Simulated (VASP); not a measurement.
# TiPd (Pm-3m) in VASP: further runs

Runs on TiPd. Level: LDA. Tasks: single point, relaxation of cell and atoms.

Program: VASP 6.6.1. These are calculated values, not measurements. Logs are shortened: lines on timing, memory, paths and dates and some standing lists are left out, and cuts for length are marked.

## Step 1: The cell of the first run

Symmetry: Pm-3m, No. 221, cubic system. Conventional cell: a = 3.101 Å, b = 3.101 Å, c = 3.101 Å, α = 90.00°, β = 90.00°, γ = 90.00°. Ti (site symmetry m-3m) has 8 Pd at 2.69 Å and 6 Ti at 3.10 Å within 3.5 Å. Pd (site symmetry m-3m) has 8 Ti at 2.69 Å and 6 Pd at 3.10 Å within 3.5 Å.

## Step 2: Single point, LDA

INCAR reads:

```
SYSTEM = TiPd
  ALGO = Normal
  EDIFF = 1E-6
  ENCUT = 500
  GGA = CA
  GGA_COMPAT = .FALSE.
  ISIF = 2
  ISMEAR = 0
  LASPH = .TRUE.
  LCHARG = .TRUE.
  LELF = .TRUE.
  LREAL = .FALSE.
  LVHAR = .TRUE.
  LWAVE = .FALSE.
  NBANDS = 18
  NELM = 120
  PREC = Accurate
  SIGMA = 0.1
```

KPOINTS reads:

```
k-points
0
G
  14 14 14
  0 0 0
```

POSCAR reads:

```
TiPd
1.0
    3.1013405632      0.0000000000      0.0000000000
    0.0000000000      3.1013405632      0.0000000000
    0.0000000000      0.0000000000      3.1013405632
Ti Pd
1 1
Direct
    0.5000000000      0.5000000000      0.5000000000
    0.0000000000      0.0000000000      0.0000000000
```

Potentials or basis: VASP PAW LDA potentials, release 64 (Ti_sv, Pd).

On the command line:

```console
> cat potpaw_LDA.64/Ti_sv/POTCAR potpaw_LDA.64/Pd/POTCAR > POTCAR
> mpirun -np 1 vasp_std > vasp.out
```

OUTCAR:

```text
SYSTEM = TiPd
   EDIFF = 1E-6
   ENCUT = 500
   GGA = CA
   ISIF = 2
   ISMEAR = 0
   LASPH = .TRUE.
   LREAL = .FALSE.
   NELM = 120
   PREC = Accurate

 ion  position               nearest neighbor table
   1  0.500  0.500  0.500-   2 2.69   2 2.69   2 2.69   2 2.69   2 2.69   2 2.69   2 2.69   2 2.69

   2  0.000  0.000  0.000-   1 2.69   1 2.69   1 2.69   1 2.69   1 2.69   1 2.69   1 2.69   1 2.69

  LATTYP: Found a simple cubic cell.
 ALAT       =     3.1013405632

  Lattice vectors:

 A1 = (   3.1013405632,   0.0000000000,   0.0000000000)
 A2 = (   0.0000000000,   3.1013405632,   0.0000000000)
 A3 = (   0.0000000000,   0.0000000000,   3.1013405632)

Analysis of symmetry for initial positions (statically):
=====================================================================
 Subroutine PRICEL returns:
 Original cell was already a primitive cell.

 Routine SETGRP: Setting up the symmetry group for a
 simple cubic supercell.

 Subroutine GETGRP returns: Found 48 space group operations
 (whereof 48 operations were pure point group operations)
 out of a pool of 48 trial point group operations.

The static configuration has the point symmetry O_h .

Analysis of symmetry for dynamics (positions and initial velocities):
=====================================================================
 Subroutine PRICEL returns:
 Original cell was already a primitive cell.

 Routine SETGRP: Setting up the symmetry group for a
 simple cubic supercell.

 Subroutine GETGRP returns: Found 48 space group operations
 (whereof 48 operations were pure point group operations)
 out of a pool of 48 trial point group operations.

The dynamic configuration has the point symmetry O_h .

 Subroutine INISYM returns: Found 48 space group operations
 (whereof 48 operations are pure point group operations),
 and found     1 'primitive' translations

----------------------------------------------------------------------------------------

                                     Primitive cell

  volume of cell :      29.8297

  direct lattice vectors                    reciprocal lattice vectors
     3.101340563  0.000000000  0.000000000     0.322441209  0.000000000  0.000000000
     0.000000000  3.101340563  0.000000000     0.000000000  0.322441209  0.000000000
     0.000000000  0.000000000  3.101340563     0.000000000  0.000000000  0.322441209

  length of vectors
     3.101340563  3.101340563  3.101340563     0.322441209  0.322441209  0.322441209

  position of ions in fractional coordinates (direct lattice)
     0.500000000  0.500000000  0.500000000
     0.000000000  0.000000000  0.000000000

  ion indices of the primitive-cell ions
   primitive index   ion index
                 1           1
                 2           2

----------------------------------------------------------------------------------------

 KPOINTS: k-points

Automatic generation of k-mesh.
 Grid dimensions read from file:
 generate k-points for:   14   14   14

 Generating k-lattice:

  Cartesian coordinates                     Fractional coordinates (reciprocal lattice)
     0.023031515  0.000000000  0.000000000     0.071428571  0.000000000  0.000000000
     0.000000000  0.023031515  0.000000000     0.000000000  0.071428571  0.000000000
     0.000000000  0.000000000  0.023031515     0.000000000  0.000000000  0.071428571

  Length of vectors
     0.023031515  0.023031515  0.023031515

  Shift w.r.t. Gamma in fractional coordinates (k-lattice)
     0.000000000  0.000000000  0.000000000

 Subroutine IBZKPT returns following result:
 ===========================================

 Found    120 irreducible k-points:

 Following reciprocal coordinates:
            Coordinates               Weight
  0.000000  0.000000  0.000000      1.000000
  0.071429  0.000000  0.000000      6.000000
  0.142857  0.000000  0.000000      6.000000
  0.214286  0.000000  0.000000      6.000000
  0.285714  0.000000  0.000000      6.000000
  0.357143  0.000000  0.000000      6.000000
[... 16 lines left out ...]
  0.285714  0.214286  0.000000     24.000000
  0.357143  0.214286  0.000000     24.000000
 [... further k-points ...]
   k-points           NKPTS =    120   k-points in BZ     NKDIM =    120   number of bands    NBANDS=     18
   number of dos      NEDOS =    301   number of ions     NIONS =      2
   total plane-waves  NPLWV =  13824
   dimension x,y,z NGX =    24 NGY =   24 NGZ =   24
   dimension x,y,z NGXF=    48 NGYF=   48 NGZF=   48
   ions per type =               1   1
   NGX,Y,Z   is equivalent  to a cutoff of  12.87, 12.87, 12.87 a.u.
   NGXF,Y,Z  is equivalent  to a cutoff of  25.73, 25.73, 25.73 a.u.
 SYSTEM =  TiPd
   PREC   = accura    normal or accurate (medium, high low for compatibility)
   ISTART =      0    job   : 0-new  1-cont  2-samecut
   ICHARG =      2    charge: 1-file 2-atom 10-const
   ISPIN  =      1    spin polarized calculation?
   LNONCOLLINEAR =      F non collinear calculations
   LSORBIT =      F    spin-orbit coupling
   LASPH  =      T    aspherical Exc in radial PAW
   ENCUT  =  500.0 eV  36.75 Ry    6.06 a.u.   5.65  5.65  5.65*2*pi/ulx,y,z
   NELM   =    120;   NELMIN=  2; NELMDL= -5     # of ELM steps
   EDIFF  = 0.1E-05   stopping-criterion for ELM
   LREAL  =      F    real-space projection
   EDIFFG = 0.1E-04   stopping-criterion for IOM
   NSW    =      0    number of steps for IOM
   IBRION =     -1    ionic relax: 0-MD 1-quasi-New 2-CG
   NFREE  =      0    steps in history (QN), initial steepest desc. (CG)
   ISIF   =      2    stress and relaxation
   ISYM   =      2    0-nonsym 1-usesym 2-fastsym
   POTIM  = 0.5000    time-step for ionic-motion
   TEBEG  =    0.0;   TEEND  =   0.0 temperature during run
   PSTRESS=    0.0 pullay stress
   NELECT =      22.0000    total number of electrons
   NUPDOWN=      -1.0000    fix difference up-down
   EMIN   =  10.00;   EMAX   =-10.00  energy-range for DOS
   EFERMI =   0.00;   METHOD = LEGACY
   ISMEAR =     0;   SIGMA  =   0.10  broadening in eV -4-tet -1-fermi 0-gaus
   EFERMI_NEDOS =   21; number of points for ismear=-14 and -15
   IALGO  =     38    algorithm
   IMIX   =      4    mixing-type and parameters
     AMIX     =   0.40;   BMIX     =  1.00
     AMIX_MAG =   1.60;   BMIX_MAG =  1.00
  volume/ion in A,a.u.               =      14.91       100.65
  Fermi-wavevector in a.u.,A,eV,Ry     =   1.479107  2.795107 29.766249  2.187758
  Thomas-Fermi vector in A             =   2.593306
   LORBIT       =      0    0 simple, 1 ext, 2 COOP (PROOUT), +10 PAW based schemes
   GGA     = CA    functional components
   LHFCALC =     F    Hartree Fock is set to
   AEXX    =    0.0000 exact exchange contribution
   IVDW    =     0    specifies the selected vdW correction
   LEPSILON=     F    determine dielectric tensor
   LRPA    =     F    only Hartree local field effects (RPA)
 non-spin polarized calculation
 Gauss-broadening in eV      SIGMA  =   0.10
  energy-cutoff  :      500.00
  volume of cell :       29.83
 maximum number of plane-waves:       772
 NGX is ok and might be reduce to    24
   NGX = 11   NGY = 11   NGZ = 11

 number of electron      22.0000007 magnetization

 Free energy of the ion-electron system (eV)
  ---------------------------------------------------
  ext. energy  EPLUGINS =         0.00000000
  ---------------------------------------------------
  free energy    TOTEN  =       -16.01749120 eV

  energy without entropy =      -15.99933442  energy(sigma->0) =      -16.00841281

 E-fermi :  10.5022     XC(G=0): -13.0059

 val. band max:       10.4981971313   @ k =   0.3571   0.3571   0.0714
 cond. band min:      10.5191421910   @ k =   0.3571   0.3571   0.0000
 fundamental gap:      0.0209450597
 Fermi energy:        10.5021776583

 k-point     1 :       0.0000    0.0000    0.0000
  band No.  band energies     occupation
      1     -46.2185      2.00000
      2     -22.7460      2.00000
      3     -22.7460      2.00000
      4     -22.7460      2.00000
      5       2.8239      2.00000
      6       4.8707      2.00000
[... 10 lines left out ...]
     17      18.8527      0.00000
     18      18.8527      0.00000

 k-point     2 :       0.0714    0.0000    0.0000
  band No.  band energies     occupation
      1     -46.2174      2.00000
      2     -22.7570      2.00000
      3     -22.7454      2.00000
      4     -22.7454      2.00000
      5       2.9229      2.00000
      6       4.9082      2.00000
[... 10 lines left out ...]
     17      19.1167      0.00000
     18      19.1167      0.00000

 k-point     3 :       0.1429    0.0000    0.0000
  band No.  band energies     occupation
      1     -46.2144      2.00000
      2     -22.7878      2.00000
      3     -22.7439      2.00000
      4     -22.7439      2.00000
      5       3.2125      2.00000
      6       5.0174      2.00000
[... 10 lines left out ...]
     17      19.8352      0.00000
     18      19.8352      0.00000

 k-point     4 :       0.2143    0.0000    0.0000
  band No.  band energies     occupation
      1     -46.2099      2.00000
      2     -22.8320      2.00000
      3     -22.7417      2.00000
      4     -22.7417      2.00000
      5       3.6665      2.00000
      6       5.1874      2.00000
[... 10 lines left out ...]
     17      20.8696      0.00000
     18      20.8696      0.00000

 k-point     5 :       0.2857    0.0000    0.0000
  band No.  band energies     occupation
      1     -46.2050      2.00000
      2     -22.8808      2.00000
      3     -22.7392      2.00000
      4     -22.7392      2.00000
      5       4.2295      2.00000
      6       5.3975      2.00000
[... 10 lines left out ...]
     17      22.1076      0.00000
     18      22.1076      0.00000

 k-point     6 :       0.3571    0.0000    0.0000
  band No.  band energies     occupation
      1     -46.2005      2.00000
      2     -22.9244      2.00000
      3     -22.7369      2.00000
      4     -22.7369      2.00000
      5       4.7931      2.00000
      6       5.6128      2.00000
[... 10 lines left out ...]
     17      23.4687      0.00000
     18      23.4687      0.00000

 k-point     7 :       0.4286    0.0000    0.0000
  band No.  band energies     occupation
      1     -46.1974      2.00000
      2     -22.9544      2.00000
      3     -22.7354      2.00000
      4     -22.7354      2.00000
      5       5.1979      2.00000
      6       5.7820      2.00000
[... 10 lines left out ...]
     17      24.8681      0.00000
     18      24.8681      0.00000

 k-point     8 :       0.5000    0.0000    0.0000
  band No.  band energies     occupation
      1     -46.1963      2.00000
      2     -22.9651      2.00000
      3     -22.7348      2.00000
      4     -22.7348      2.00000
      5       5.3386      2.00000
      6       5.8475      2.00000
[... 10 lines left out ...]
     17      25.8691      0.00000
     18      25.8692      0.00000
[... 229 lines left out ...]
     17      21.2218      0.00000
     18      23.7587      0.00000

 k-point    20 :       0.4286    0.1429    0.0000
  band No.  band energies     occupation
      1     -46.1940      2.00000
      2     -22.9475      2.00000
      3     -22.7722      2.00000
      4     -22.7314      2.00000
      5       5.2830      2.00000
      6       5.8604      2.00000
[... 10 lines left out ...]
     17      22.1951      0.00000
     18      24.3739      0.00000

 k-point    21 :       0.5000    0.1429    0.0000
  band No.  band energies     occupation
      1     -46.1929      2.00000
      2     -22.9579      2.00000
      3     -22.7714      2.00000
      4     -22.7307      2.00000
      5       5.4087      2.00000
      6       5.9650      2.00000
[... 10 lines left out ...]
     17      22.8454      0.00000
     18      23.7310      0.00000

 k-point    22 :       0.2143    0.2143    0.0000
  band No.  band energies     occupation
      1     -46.2019      2.00000
      2     -22.8298      2.00000
      3     -22.8172      2.00000
      4     -22.7357      2.00000
      5       4.3257      2.00000
      6       5.4508      2.00000
[... 10 lines left out ...]
     17      18.5928      0.00000
     18      22.1231      0.00000

 k-point    23 :       0.2857    0.2143    0.0000
  band No.  band energies     occupation
      1     -46.1973      2.00000
      2     -22.8706      2.00000
      3     -22.8178      2.00000
      4     -22.7323      2.00000
      5       4.6962      2.00000
      6       5.5545      2.00000
[... 10 lines left out ...]
     17      19.0597      0.00000
     18      23.0375      0.00000

 k-point    24 :       0.3571    0.2143    0.0000
  band No.  band energies     occupation
      1     -46.1932      2.00000
      2     -22.9117      2.00000
      3     -22.8139      2.00000
      4     -22.7292      2.00000
      5       5.0152      2.00000
      6       5.6099      2.00000
[... 10 lines left out ...]
     17      19.8875      0.00000
     18      24.0068      0.00000

 [... further k-points ...]

------------------------ aborting loop because EDIFF is reached ----------------------------------------

  FORCE on cell =-STRESS in cart. coord.  units (eV):
  Direction    XX          YY          ZZ          XY          YZ          ZX
  --------------------------------------------------------------------------------------
  -------------------------------------------------------------------------------------
  Total        0.0636446      0.0636446      0.0636446      0.0000000      0.0000000     -0.0000000
  in kB        3.4184096      3.4184096      3.4184096      0.0000000      0.0000000     -0.0000000
  external PRESSURE =       3.4184096 kB  Pullay stress =       0.0000000 kB

 VOLUME and BASIS-vectors are now :
 -----------------------------------------------------------------------------
  energy-cutoff  :      500.00
  volume of cell :       29.83
      direct lattice vectors                 reciprocal lattice vectors
     3.101340563  0.000000000  0.000000000     0.322441209  0.000000000  0.000000000
     0.000000000  3.101340563  0.000000000     0.000000000  0.322441209  0.000000000
     0.000000000  0.000000000  3.101340563     0.000000000  0.000000000  0.322441209

 POSITION                                       TOTAL-FORCE (eV/Angst)
 -----------------------------------------------------------------------------------
      1.55067      1.55067      1.55067         0.000000      0.000000      0.000000
      0.00000      0.00000      0.00000         0.000000      0.000000      0.000000
 -----------------------------------------------------------------------------------
    total drift:                                0.000000      0.000000     -0.000000

  FREE ENERGIE OF THE ION-ELECTRON SYSTEM (eV)
  ---------------------------------------------------
  free  energy   TOTEN  =       -16.0174911986 eV

  energy  without entropy=      -15.9993344160  energy(sigma->0) =      -16.00841281
```

It took 25 s on 1 thread of Intel Xeon Platinum 8375C at 2.90GHz (Ice Lake), shared host; peak memory 0.18 GiB.

Results:

- Free energy: -16.0175 eV
- Pressure: 0.3 GPa
- Band gap on the k mesh: zero (bands 11 and 12 overlap by 2.43 eV)

Levels at points of the mesh, in eV from the Fermi level:
```tsv
k point	band 7	band 8	band 9	band 10	band 11	band 12	band 13	band 14	band 15	band 16
(0.00, 0.00, 0.00)	-5.63	-3.28	-3.28	-3.28	0.47	0.47	2.33	2.33	2.33	8.35
(0.50, 0.00, 0.00)	-3.66	-3.59	-3.59	-2.84	-1.03	-0.51	0.34	0.34	1.63	3.14
(0.50, 0.50, 0.00)	-4.32	-4.32	-2.06	-0.77	0.55	0.55	0.94	2.39	2.39	2.45
(0.50, 0.50, 0.50)	-4.71	-2.00	-2.00	-1.89	-1.89	-1.89	2.52	2.52	7.20	8.83
```

## Step 3: Relaxation of cell and atoms, LDA

INCAR reads:

```
PREC = Accurate
ENCUT = 500
EDIFF = 1E-7
ISMEAR = 0
SIGMA = 0.1
LREAL = False
LASPH = True
NELM = 120
ALGO = Normal
ISIF = 3
LWAVE = False
LCHARG = False
GGA = CA
IBRION = 2
NSW = 100
EDIFFG = -0.005
GGA_COMPAT = False
NELMIN = 4
```

KPOINTS reads:

```
Automatic mesh
0
Gamma
  14 14 14
```

POSCAR reads:

```
TiPd
1.0
    3.1002694340      0.0000000000      0.0000000000
    0.0000000000      3.1002694340      0.0000000000
    0.0000000000      0.0000000000      3.1002694340
Ti Pd
1 1
Direct
    0.5000000000      0.5000000000      0.5000000000
    0.0000000000      0.0000000000      0.0000000000
```

Potentials or basis: VASP PAW LDA potentials, release 64 (Ti_sv, Pd).

On the command line:

```console
> cat potpaw_LDA.64/Ti_sv/POTCAR potpaw_LDA.64/Pd/POTCAR > POTCAR
> mpirun -np 1 vasp_std > vasp.out
```

Wall time 48 s (1 thread of Intel Xeon Platinum 8375C at 2.90GHz (Ice Lake), shared host); peak memory 0.18 GiB.

Results (log left out):

```yaml
Free_energy: -16.0175 eV
Relaxed_volume: 14.94 Å³/atom
Relaxed_cell: a = 3.103 Å, b = 3.103 Å, c = 3.103 Å, α = 90.00°, β = 90.00°, γ = 90.00°
Space_group_after_relaxing_to_0.1_Å: Pm-3m (No. 221)
Energy_gained_by_relaxing: 0.1 meV/atom
Ionic_steps: 3
Pressure_after_relaxing: 0.0 GPa
Band_gap_on_the_k_mesh: zero (bands 11 and 12 overlap by 2.43 eV)
```

Step by step:
```csv
step,energy change (eV),largest force (eV/Å),pressure (GPa),volume (Å³)
1,0.0000,0.0000,0.52,29.80
2,0.0002,0.0000,-0.77,30.01
3,-0.0001,0.0000,0.00,29.88
```

Final structure:
```xyz
2
Lattice="3.1032 0.0000 0.0000 0.0000 3.1032 0.0000 0.0000 0.0000 3.1032" Properties=species:S:1:pos:R:3 pbc="T T T"
Ti    1.5516    1.5516    1.5516
Pd    0.0000    0.0000    0.0000
```

Levels at points of the mesh, in eV from the Fermi level:
```
           k point  band 7  band 8  band 9  band 10  band 11  band 12  band 13  band 14  band 15
(0.00, 0.00, 0.00)   -5.62   -3.27   -3.27    -3.27     0.47     0.47     2.33     2.33     2.33
(0.50, 0.00, 0.00)   -3.66   -3.59   -3.59    -2.83    -1.03    -0.51     0.34     0.34     1.62
(0.50, 0.50, 0.00)   -4.31   -4.31   -2.05    -0.77     0.54     0.54     0.94     2.39     2.39
(0.50, 0.50, 0.50)   -4.70   -2.00   -2.00    -1.88    -1.88    -1.88     2.52     2.52     7.19
```
